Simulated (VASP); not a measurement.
# C (P6_3/mmc) in VASP: further runs, part 2 of 2

VASP 6.6.1.

**4. Single point, r2SCAN (strained cell)**

The input, POSCAR:

```
C
1.0
    2.5042081208      0.0000000000      0.0000000000
   -1.2521040604      2.1687078490      0.0000000000
    0.0000000000      0.0000000000      4.2313878940
C
4
Direct
    0.3333333333      0.6666666667     -0.0004326141
    0.6666666667      0.3333333333      0.4995673859
    0.3333333333      0.6666666667      0.3744326141
    0.6666666667      0.3333333333      0.8744326141
```

The input, INCAR.step1:

```
  ALGO = Normal
  EDIFF = 1E-4
  ENCUT = 520
  GGA = PE
  ISMEAR = 0
  LASPH = True
  LCHARG = False
  LREAL = False
  LWAVE = True
  NBANDS = 16
  NELM = 80
  PREC = Accurate
  SIGMA = 0.02
```

The input, INCAR.step2:

```
  ALGO = Normal
  EDIFF = 1E-6
  ENCUT = 520
  ISIF = 2
  ISMEAR = 0
  ISTART = 1
  LASPH = True
  LCHARG = False
  LMIXTAU = True
  LREAL = False
  LWAVE = False
  METAGGA = R2SCAN
  NBANDS = 16
  NELM = 80
  PREC = Accurate
  SIGMA = 0.02
```

The input, KPOINTS:

```
k-points
0
Gamma
  9 9 6
```

Potentials or basis: VASP PAW PBE potentials, release 64 (C).

On the command line:

```bash
> cat potpaw_PBE.64/C/POTCAR > POTCAR
> cp INCAR.step1 INCAR
> mpirun -np 1 vasp_std > vasp.out
> cp INCAR.step2 INCAR
> mpirun -np 1 vasp_std > vasp.out
```

OUTCAR:

```text
EDIFF = 1E-6
   ENCUT = 520
   ISIF = 2
   ISMEAR = 0
   ISTART = 1
   LASPH = True
   LREAL = False
   METAGGA = R2SCAN
   NELM = 80
   PREC = Accurate

 ion  position               nearest neighbor table
   1  0.333  0.667  1.000-   4 1.54   4 1.54   4 1.54   3 1.59
   2  0.667  0.333  0.500-   3 1.54   3 1.54   3 1.54   4 1.59
   3  0.333  0.667  0.374-   2 1.54   2 1.54   2 1.54   1 1.59
   4  0.667  0.333  0.874-   1 1.54   1 1.54   1 1.54   2 1.59

  LATTYP: Found a hexagonal cell.
[... 650 lines left out ...]
     15      26.1401      0.00000
     16      26.1401      0.00000

 [... further k-points ...]
[... 5 lines left out ...]
  --------------------------------------------------------------------------------------
  -------------------------------------------------------------------------------------
  Total        0.0771966      0.0771966     -2.5927495      0.0000000      0.0000000      0.0000000
  in kB        5.3821364      5.3821364   -180.7660360      0.0000000      0.0000000      0.0000000
  external PRESSURE =     -56.6672544 kB  Pullay stress =       0.0000000 kB

 VOLUME and BASIS-vectors are now :
 -----------------------------------------------------------------------------
  energy-cutoff  :      520.00
  volume of cell :       22.98
      direct lattice vectors                 reciprocal lattice vectors
     2.504208121  0.000000000  0.000000000     0.399327832  0.230552031  0.000000000
    -1.252104060  2.168707849  0.000000000     0.000000000  0.461104063  0.000000000
     0.000000000  0.000000000  4.231387894     0.000000000  0.000000000  0.236329078

 POSITION                                       TOTAL-FORCE (eV/Angst)
 -----------------------------------------------------------------------------------
     -0.00000      1.44581      4.22956        -0.000000      0.000000      0.016239
      1.25210      0.72290      2.11386         0.000000      0.000000      0.016239
     -0.00000      1.44581      1.58437        -0.000000     -0.000000     -0.016239
      1.25210      0.72290      3.70006         0.000000     -0.000000     -0.016239
 -----------------------------------------------------------------------------------
    total drift:                               -0.000000      0.000000      0.000003

  FREE ENERGIE OF THE ION-ELECTRON SYSTEM (eV)
  ---------------------------------------------------
  free  energy   TOTEN  =       -39.1865690466 eV

  energy  without entropy=      -39.1865690466  energy(sigma->0) =      -39.18656905
```

Wall time 35 s (1 thread of AMD EPYC 9R45 (Zen 5), shared host); peak memory 0.11 GiB.

What came out:

```
Free energy            : -39.1866 eV
Pressure               : -5.7 GPa
Largest force          : 0.016 eV/Å
Band gap on the k mesh : 3.63 eV, indirect (least direct gap 5.13 eV)
```

Forces in eV/Å, atoms in the order of the input:
```
C    0.000  0.000  0.016
C    0.000  0.000  0.016
C    0.000  0.000 -0.016
C    0.000  0.000 -0.016
```

Levels at points of the mesh, in eV from the valence-band top:
```csv
k point,band 6,band 7,band 8,band 9,band 10,band 11
"(0.00, 0.00, 0.00)",-0.44,0.00,0.00,5.13,5.38,5.38
"(0.00, 0.00, 0.50)",-1.82,-1.82,-1.82,7.67,7.67,7.67
```

Caveat: the cell differs from its parent crystal (strained cell); the PAW data sets were made with another functional, which shifts forces and pressure a little. A k mesh can miss the band edges.

**5. Single point, r2SCAN (strained cell)**

Changes to POSCAR since step 4:

```diff
@@ -2,4 +2,4 @@
 1.0
-    2.5042081208      0.0000000000      0.0000000000
-   -1.2521040604      2.1687078490      0.0000000000
+    2.5030066865      0.0000000000      0.0000000000
+   -1.2515033432      2.1676673763      0.0000000000
     0.0000000000      0.0000000000      4.2313878940
```

The input, INCAR.step1:

```
  PREC = Accurate
  ENCUT = 520
  ISMEAR = 0
  SIGMA = 0.02
  LREAL = F
  LASPH = T
  NELM = 80
  NBANDS = 16
  GGA = PE
  ALGO = Normal
  EDIFF = 1E-4
  LWAVE = T
  LCHARG = F
```

The input, INCAR.step2:

```
  PREC = Accurate
  ENCUT = 520
  EDIFF = 1E-7
  ISMEAR = 0
  SIGMA = 0.02
  LREAL = F
  LASPH = T
  NELM = 80
  ALGO = Normal
  ISIF = 2
  LWAVE = F
  LCHARG = T
  METAGGA = R2SCAN
  LMIXTAU = T
  LELF = T
  LVHAR = T
  NBANDS = 16
  ISTART = 1
```

The input, KPOINTS:

```
regular mesh
0
Gamma
  9 9 6
```

Potentials or basis: VASP PAW PBE potentials, release 64 (C).

On the command line:

```bash
> cat potpaw_PBE.64/C/POTCAR > POTCAR
> cp INCAR.step1 INCAR
> mpirun -np 1 vasp_std > vasp.out
> cp INCAR.step2 INCAR
> mpirun -np 1 vasp_std > vasp.out
```

OUTCAR:

```text
PREC = Accurate
   ENCUT = 520
   EDIFF = 1E-7
   ISMEAR = 0
   LREAL = F
   LASPH = T
   NELM = 80
   ISIF = 2
   METAGGA = R2SCAN
   ISTART = 1

 ion  position               nearest neighbor table
   1  0.333  0.667  1.000-   4 1.54   4 1.54   4 1.54   3 1.59
   2  0.667  0.333  0.500-   3 1.54   3 1.54   3 1.54   4 1.59
   3  0.333  0.667  0.374-   2 1.54   2 1.54   2 1.54   1 1.59
   4  0.667  0.333  0.874-   1 1.54   1 1.54   1 1.54   2 1.59

  LATTYP: Found a hexagonal cell.
[... 658 lines left out ...]
  Direction    XX          YY          ZZ          XY          YZ          ZX
  --------------------------------------------------------------------------------------
  -------------------------------------------------------------------------------------
  Total        0.1609355      0.1609355     -2.6000708      0.0000000      0.0000000     -0.0000000
  in kB       11.2311694     11.2311694   -181.4505438      0.0000000      0.0000000     -0.0000000
  external PRESSURE =     -52.9960683 kB  Pullay stress =       0.0000000 kB

 VOLUME and BASIS-vectors are now :
 -----------------------------------------------------------------------------
  energy-cutoff  :      520.00
  volume of cell :       22.96
      direct lattice vectors                 reciprocal lattice vectors
     2.503006687  0.000000000  0.000000000     0.399519508  0.230662696  0.000000000
    -1.251503343  2.167667376  0.000000000     0.000000000  0.461325391  0.000000000
     0.000000000  0.000000000  4.231387894     0.000000000  0.000000000  0.236329078

 POSITION                                       TOTAL-FORCE (eV/Angst)
 -----------------------------------------------------------------------------------
     -0.00000      1.44511      4.22956         0.000000      0.000000      0.017046
      1.25150      0.72256      2.11386        -0.000000     -0.000000      0.017046
     -0.00000      1.44511      1.58437         0.000000      0.000000     -0.017046
      1.25150      0.72256      3.70006        -0.000000     -0.000000     -0.017046
 -----------------------------------------------------------------------------------
    total drift:                               -0.000000      0.000000      0.000003

  FREE ENERGIE OF THE ION-ELECTRON SYSTEM (eV)
  ---------------------------------------------------
  free  energy   TOTEN  =       -39.1864224665 eV

  energy  without entropy=      -39.1864224665  energy(sigma->0) =      -39.18642247
```

Run time: 52 s. Hardware: 1 thread of AMD EPYC 9R45 (Zen 5), shared host; peak memory 0.11 GiB.

Results:

- Free energy: -39.1864 eV
- Pressure: -5.3 GPa
- Largest force: 0.017 eV/Å
- Band gap on the k mesh: 3.63 eV, indirect (least direct gap 5.11 eV)

Forces in eV/Å, atoms in the order of the input:
```
C    0.000  0.000  0.017
C    0.000  0.000  0.017
C    0.000  0.000 -0.017
C    0.000  0.000 -0.017
```

Caveat: the cell differs from its parent crystal (strained cell); the PAW data sets were made with another functional, which shifts forces and pressure a little. A k mesh can miss the band edges.

**6. Single point, r2SCAN**

This run uses another cell than the first one, of 5.74 Å³/atom, 1.007 times its volume.

POSCAR is that of step 5.

The input, INCAR.step1:

```
SYSTEM = C
PREC = Accurate
ENCUT = 520
ISMEAR = 0
SIGMA = 0.01
LREAL = .FALSE.
LASPH = .TRUE.
NELM = 60
NBANDS = 16
GGA = PE
ALGO = Normal
EDIFF = 1E-4
LWAVE = .TRUE.
LCHARG = .FALSE.
```

The input, INCAR.step2:

```
SYSTEM = C
PREC = Accurate
ENCUT = 520
EDIFF = 1E-6
ISMEAR = 0
SIGMA = 0.01
LREAL = .FALSE.
LASPH = .TRUE.
NELM = 60
ALGO = Normal
ISIF = 2
LWAVE = .FALSE.
LCHARG = .FALSE.
METAGGA = R2SCAN
LMIXTAU = .TRUE.
NBANDS = 16
ISTART = 1
```

The input, KPOINTS:

```
regular mesh
0
G
  9 9 6
  0 0 0
```

Potentials or basis: VASP PAW PBE potentials, release 64 (C).

On the command line:

```bash
> cat potpaw_PBE.64/C/POTCAR > POTCAR
> cp INCAR.step1 INCAR
> mpirun -np 1 vasp_std > vasp.out
> cp INCAR.step2 INCAR
> mpirun -np 1 vasp_std > vasp.out
```

Run time: 34 s. Hardware: 1 thread of AMD EPYC 9R45 (Zen 5), shared host; peak memory 0.11 GiB.

Results (log left out):

```
Free energy            : -39.1864 eV
Pressure               : -5.2 GPa
Largest force          : 0.017 eV/Å
Band gap on the k mesh : 3.63 eV, indirect (least direct gap 5.11 eV)
```

Forces on the atoms (eV/Å):
```
C    0.000  0.000  0.017
C    0.000  0.000  0.017
C    0.000  0.000 -0.017
C    0.000  0.000 -0.017
```

Stress tensor (GPa, compression positive):
```
  1.18   0.00   0.00
  0.00   1.18   0.00
  0.00   0.00 -18.08
```

Levels at points of the mesh, in eV from the valence-band top:
```
           k point  band 5  band 6  band 7  band 8  band 9  band 10  band 11  band 12
(0.00, 0.00, 0.00)   -3.06   -0.44    0.00    0.00    5.11     5.39     5.39     8.70
(0.00, 0.00, 0.50)   -1.82   -1.82   -1.82   -1.82    7.68     7.68     7.68     7.68
```

Caveat: the PAW data sets were made with another functional, which shifts forces and pressure a little. A k mesh can miss the band edges.

**7. Overview**

| cell | smearing | gap on the mesh (eV) | pressure (GPa) | largest force (eV/Å) |
| --- | --- | --- | --- | --- |
| a = 2.494, b = 2.494, c = 4.231 Å, angles 90.0, 90.0, 120.0°, 4 atoms | gaussian 0.02 eV | 3.60 | -1.9 | 0.02 |
| a = 2.503, b = 2.503, c = 4.231 Å, angles 90.0, 90.0, 120.0°, 4 atoms | gaussian 0.02 eV | 3.63 | -5.3 | 0.02 |
| a = 2.504, b = 2.504, c = 4.231 Å, angles 90.0, 90.0, 120.0°, 4 atoms | gaussian 0.02 eV | 3.63 | -5.7 | 0.02 |
| a = 2.503, b = 2.503, c = 4.231 Å, angles 90.0, 90.0, 120.0°, 4 atoms | gaussian 0.01 eV | 3.63 | -5.2 | 0.02 |

Alike in all rows: task single point; level r2SCAN; potentials or basis VASP PAW PBE potentials, release 64 (C); no spin polarisation; k mesh 9 × 9 × 6; cutoff (eV) 520.

Caveats: the PAW data sets were made with another functional, which shifts forces and pressure a little.

Total energies depend on the potentials used, so only differences within one code and one set of settings carry meaning.
